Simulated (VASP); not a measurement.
Input of a VASP 6.6.1 run:

Contents of INCAR:

```
PREC = Accurate ; ENCUT = 520
EDIFF = 1E-6 ; ISMEAR = 0
SIGMA = 0.05 ; LREAL = F
LASPH = T ; NELM = 150
ALGO = Normal ; ISIF = 2
LWAVE = F ; LCHARG = F
LMAXMIX = 6 ; LDAU = T
LDAUTYPE = 2 ; LDAUL = 3 -1
LDAUU = 6 0 ; LDAUJ = 0 0
LDAUPRINT = 1 ; GGA = PE
NBANDS = 18
```

File KPOINTS:

```
Automatic mesh
0
Gamma
  10 10 10
```

File POSCAR:

```
GdB
1.0
    0.0000000000      2.7100395359      2.7100395359
    2.7100395359      0.0000000000      2.7100395359
    2.7100395359      2.7100395359      0.0000000000
Gd B
1 1
Direct
    0.5000000000      0.5000000000      0.5000000000
    0.0000000000      0.0000000000      0.0000000000
```

Potentials or basis: VASP PAW PBE potentials, release 64 (Gd, B).

The run is started by

```sh
$ cat potpaw_PBE.64/Gd/POTCAR potpaw_PBE.64/B/POTCAR > POTCAR
$ mpirun -np 1 vasp_std > vasp.out
```

Estimate the band gap on the k mesh.

zero (an odd number of electrons rules out a gap without spin polarisation).

Estimate the pressure.

-3.6 GPa.

Eigenvalues of the final occupation matrices:
| site | spin | trace | eigenvalues |
| --- | --- | --- | --- |
| site 1 f | 1 | 3.49 | 0.00 0.18 0.18 0.18 0.99 0.99 0.99 |
| site 1 f | 2 | 3.49 | 0.00 0.18 0.18 0.18 0.99 0.99 0.99 |

Caveat: the cell stands under tension; spin-orbit coupling is left out, which moves the levels of the heavy elements; an odd number of electrons without spin polarisation forces a metal; a magnetic or distorted state may lie lower; U without spin polarisation on a metal has little footing. Spin polarisation is off, so any magnetic state and its effect on volume and gap are missing.
